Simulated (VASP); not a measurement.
# Zr3WCl (Pm-3m) in VASP: notebook, part 2 of 2

VASP 6.6.1. Earlier steps stand in the parts before.

## 3. Relaxation of cell and atoms, PBE

This run uses another cell than the first one, of 21.03 Å³/atom, 1.002 times its volume.

File INCAR:

```
SYSTEM = Zr3WCl
  PREC = Accurate
  ENCUT = 600
  EDIFF = 1E-6
  ISMEAR = 0
  SIGMA = 0.1
  LREAL = .FALSE.
  LASPH = .TRUE.
  NELM = 100
  ALGO = Normal
  ISIF = 3
  LWAVE = .FALSE.
  LCHARG = .FALSE.
  GGA = PE
  IBRION = 2
  NSW = 100
  EDIFFG = -0.01
```

File KPOINTS:

```
Automatic mesh
0
G
  8 8 8
  0 0 0
```

File POSCAR:

```
Zr3WCl
1.0
    4.7195775392      0.0000000000      0.0000000000
    0.0000000000      4.7195775392      0.0000000000
    0.0000000000      0.0000000000      4.7195775392
Zr W Cl
3 1 1
Direct
    0.5000000000      0.5000000000      0.0000000000
    0.5000000000      0.0000000000      0.5000000000
    0.0000000000      0.5000000000      0.5000000000
    0.0000000000      0.0000000000      0.0000000000
    0.5000000000      0.5000000000      0.5000000000
```

Potentials or basis: VASP PAW PBE potentials, release 64 (Zr_sv, W_sv, Cl).

Launch:

```
$ cat potpaw_PBE.64/Zr_sv/POTCAR potpaw_PBE.64/W_sv/POTCAR potpaw_PBE.64/Cl/POTCAR > POTCAR
$ mpirun -np 1 vasp_std > vasp.out
```

OUTCAR:

```text
SYSTEM = Zr3WCl
   PREC = Accurate
   ENCUT = 600
   EDIFF = 1E-6
   ISMEAR = 0
   LREAL = .FALSE.
   LASPH = .TRUE.
   NELM = 100
   ISIF = 3
   GGA = PE
   IBRION = 2
   NSW = 100
   EDIFFG = -0.01

 ion  position               nearest neighbor table
   1  0.500  0.500  0.000-   5 2.36   5 2.36   4 3.34   2 3.34   2 3.34   3 3.34   3 3.34   2 3.34
                             4 3.34   2 3.34   3 3.34   4 3.34   3 3.34   4 3.34
   2  0.500  0.000  0.500-   5 2.36   5 2.36   4 3.34   1 3.34   1 3.34   4 3.34   1 3.34   3 3.34
                             3 3.34   1 3.34   3 3.34   4 3.34   4 3.34   3 3.34
   3  0.000  0.500  0.500-   5 2.36   5 2.36   4 3.34   1 3.34   1 3.34   4 3.34   2 3.34   4 3.34
                             4 3.34   1 3.34   2 3.34   2 3.34   1 3.34   2 3.34
   4  0.000  0.000  0.000-   1 3.34   2 3.34   3 3.34   2 3.34   3 3.34   1 3.34   3 3.34   3 3.34
                             1 3.34   2 3.34   2 3.34   1 3.34
   5  0.500  0.500  0.500-   1 2.36   2 2.36   3 2.36   1 2.36   2 2.36   3 2.36

  LATTYP: Found a simple cubic cell.
 ALAT       =     4.7195775392

  Lattice vectors:

 A1 = (   4.7195775392,   0.0000000000,   0.0000000000)
 A2 = (   0.0000000000,   4.7195775392,   0.0000000000)
 A3 = (   0.0000000000,   0.0000000000,   4.7195775392)

Analysis of symmetry for initial positions (statically):
=====================================================================
 Subroutine PRICEL returns:
 Original cell was already a primitive cell.

 Routine SETGRP: Setting up the symmetry group for a
 simple cubic supercell.

 Subroutine GETGRP returns: Found 48 space group operations
 (whereof 48 operations were pure point group operations)
 out of a pool of 48 trial point group operations.

The static configuration has the point symmetry O_h .

Analysis of symmetry for dynamics (positions and initial velocities):
=====================================================================
 Subroutine PRICEL returns:
 Original cell was already a primitive cell.

 Routine SETGRP: Setting up the symmetry group for a
 simple cubic supercell.

 Subroutine GETGRP returns: Found 48 space group operations
[... 140 lines left out ...]
 conjugate gradient relaxation of ions
 non-spin polarized calculation
 Gauss-broadening in eV      SIGMA  =   0.10
  energy-cutoff  :      600.00
  volume of cell :      105.13
 maximum number of plane-waves:      3544
 NGX is ok and might be reduce to    40
   NGX = 19   NGY = 19   NGZ = 19

--------------------------------------- Ionic step        1  -------------------------------------------

 number of electron      57.0000003 magnetization

 Free energy of the ion-electron system (eV)
  ---------------------------------------------------
  ext. energy  EPLUGINS =         0.00000000
  ---------------------------------------------------
  free energy    TOTEN  =       -38.51825609 eV

  energy without entropy =      -38.48459792  energy(sigma->0) =      -38.50142700

------------------------ aborting loop because EDIFF is reached ----------------------------------------

  FORCE on cell =-STRESS in cart. coord.  units (eV):
  Direction    XX          YY          ZZ          XY          YZ          ZX
  --------------------------------------------------------------------------------------
  -------------------------------------------------------------------------------------
  Total       -0.1097144     -0.1097144     -0.1097144      0.0000000      0.0000000     -0.0000000
  in kB       -1.6721092     -1.6721092     -1.6721092      0.0000000      0.0000000     -0.0000000
  external PRESSURE =      -1.6721092 kB  Pullay stress =       0.0000000 kB
[... 65 lines left out ...]
--------------------------------------- Ionic step        3  -------------------------------------------

 number of electron      57.0000003 magnetization

 Free energy of the ion-electron system (eV)
  ---------------------------------------------------
  ext. energy  EPLUGINS =         0.00000000
  ---------------------------------------------------
  free energy    TOTEN  =       -38.51832580 eV

  energy without entropy =      -38.48468479  energy(sigma->0) =      -38.50150530

 E-fermi :   8.9605     XC(G=0): -11.2870

 val. band max:        8.9506463683   @ k =   0.5000   0.2500   0.0000
 cond. band min:       8.9631970459   @ k =   0.5000   0.5000   0.3750
 fundamental gap:      0.0125506776
 Fermi energy:         8.9605493638

 k-point     1 :       0.0000    0.0000    0.0000
  band No.  band energies     occupation
      1     -65.1543      2.00000
      2     -40.2743      2.00000
      3     -40.1701      2.00000
      4     -40.1701      2.00000
      5     -29.2436      2.00000
      6     -29.2436      2.00000
[... 877 lines left out ...]
     33      10.2888      0.00000
     34      10.3408      0.00000

 [... further k-points ...]

------------------------ aborting loop because EDIFF is reached ----------------------------------------

  FORCE on cell =-STRESS in cart. coord.  units (eV):
  Direction    XX          YY          ZZ          XY          YZ          ZX
  --------------------------------------------------------------------------------------
  -------------------------------------------------------------------------------------
  Total        0.0021049      0.0021049      0.0021049      0.0000000     -0.0000000      0.0000000
  in kB        0.0321205      0.0321205      0.0321205      0.0000000     -0.0000000      0.0000000
  external PRESSURE =       0.0321205 kB  Pullay stress =       0.0000000 kB
[... 20 lines left out ...]
  FREE ENERGIE OF THE ION-ELECTRON SYSTEM (eV)
  ---------------------------------------------------
  free  energy   TOTEN  =       -38.5183257994 eV

  energy  without entropy=      -38.4846847936  energy(sigma->0) =      -38.50150530

 reached required accuracy - stopping structural energy minimisation
```

Run time: 3.5 min. Hardware: 1 thread of Intel Xeon Platinum 8559C (Emerald Rapids), shared host; peak memory 0.33 GiB.

What came out:

```yaml
Free_energy: -38.5183 eV
Relaxed_volume: 21.00 Å³/atom
Relaxed_cell: a = 4.718 Å, b = 4.718 Å, c = 4.718 Å, α = 90.00°, β = 90.00°, γ = 90.00°
Space_group_after_relaxing_to_0.05_Å: Pm-3m (No. 221)
Energy_gained_by_relaxing: 0.0 meV/atom
Ionic_steps: 3
Pressure_after_relaxing: 0.0 GPa
```

Final structure:
```
Zr W Cl
1.0
     4.71757    0.00000    0.00000
     0.00000    4.71757    0.00000
     0.00000    0.00000    4.71757
Zr W Cl
3 1 1
Direct
  0.50000 0.50000 0.00000
  0.50000 0.00000 0.50000
  0.00000 0.50000 0.50000
  0.00000 0.00000 0.00000
  0.50000 0.50000 0.50000
```

Caveat: spin-orbit coupling is left out, which moves the levels of the heavy elements; an odd number of electrons without spin polarisation forces a metal; a magnetic or distorted state may lie lower.

## 4. Single point, PBE

This run uses another cell than the first one, of 20.17 Å³/atom, 0.962 times its volume.

File INCAR:

```
SYSTEM = Zr3WCl
ALGO = Normal ; EDIFF = 1E-6
ENCUT = 520 ; GGA = PE
ISIF = 2 ; ISMEAR = 0
LASPH = .True. ; LCHARG = .True.
LELF = .True. ; LREAL = .False.
LVHAR = .True. ; LWAVE = .False.
NBANDS = 36 ; NELM = 100
PREC = Accurate ; SIGMA = 0.1
```

File KPOINTS:

```
k-points
0
Gamma
  4 4 4
  0 0 0
```

Changes to POSCAR since step 3:

```diff
@@ -2,5 +2,5 @@
 1.0
-    4.7195775392      0.0000000000      0.0000000000
-    0.0000000000      4.7195775392      0.0000000000
-    0.0000000000      0.0000000000      4.7195775392
+    4.6546960700      0.0000000000      0.0000000000
+    0.0000000000      4.6546960700      0.0000000000
+    0.0000000000      0.0000000000      4.6546960700
 Zr W Cl
```

Launch:

```
$ cat potpaw_PBE.64/Zr_sv/POTCAR potpaw_PBE.64/W_sv/POTCAR potpaw_PBE.64/Cl/POTCAR > POTCAR
$ mpirun -np 1 vasp_std > vasp.out
```

It took 24 s on 1 thread of Intel Xeon Platinum 8559C (Emerald Rapids), shared host; peak memory 0.21 GiB.

The run converged. Its results:

```
Free energy : -38.3819 eV
Pressure    : 5.8 GPa
```

Levels at points of the mesh, in eV from the Fermi level:
| k point | band 26 | band 27 | band 28 | band 29 | band 30 | band 31 | band 32 | band 33 |
| --- | --- | --- | --- | --- | --- | --- | --- | --- |
| (0.00, 0.00, 0.00) | -2.92 | -0.28 | -0.28 | -0.28 | 0.45 | 0.45 | 2.75 | 2.75 |
| (0.50, 0.00, 0.00) | -1.64 | -1.40 | -0.42 | -0.42 | 0.21 | 0.60 | 0.76 | 1.63 |
| (0.50, 0.50, 0.00) | -1.68 | -0.83 | -0.83 | 0.17 | 0.17 | 0.51 | 1.10 | 1.10 |
| (0.50, 0.50, 0.50) | -0.12 | 0.08 | 0.08 | 0.08 | 0.32 | 0.32 | 0.32 | 2.55 |

Caveat: spin-orbit coupling is left out, which moves the levels of the heavy elements; an odd number of electrons without spin polarisation forces a metal; a magnetic or distorted state may lie lower.

## 5. Overview

| task | cell | k mesh | cutoff (eV) | gap on the mesh (eV) | pressure (GPa) |
| --- | --- | --- | --- | --- | --- |
| single point | a = 4.716 Å, 5 atoms | 8 × 8 × 8 | 520 | none | 0.1 |
| relaxation of cell and atoms | relaxed from a = 4.720 Å, 5 atoms | 8 × 8 × 8 | 600 | none | 0.0 |
| single point | a = 4.655 Å, 5 atoms | 4 × 4 × 4 | 520 | none | 5.8 |

Alike in all rows: level PBE; potentials or basis VASP PAW PBE potentials, release 64 (Zr_sv, W_sv, Cl); no spin polarisation; smearing gaussian 0.1 eV.

Caveats: spin-orbit coupling is left out, which moves the levels of the heavy elements; an odd number of electrons without spin polarisation forces a metal; a magnetic or distorted state may lie lower.

Absolute energies hang on the potentials; compare differences alone.
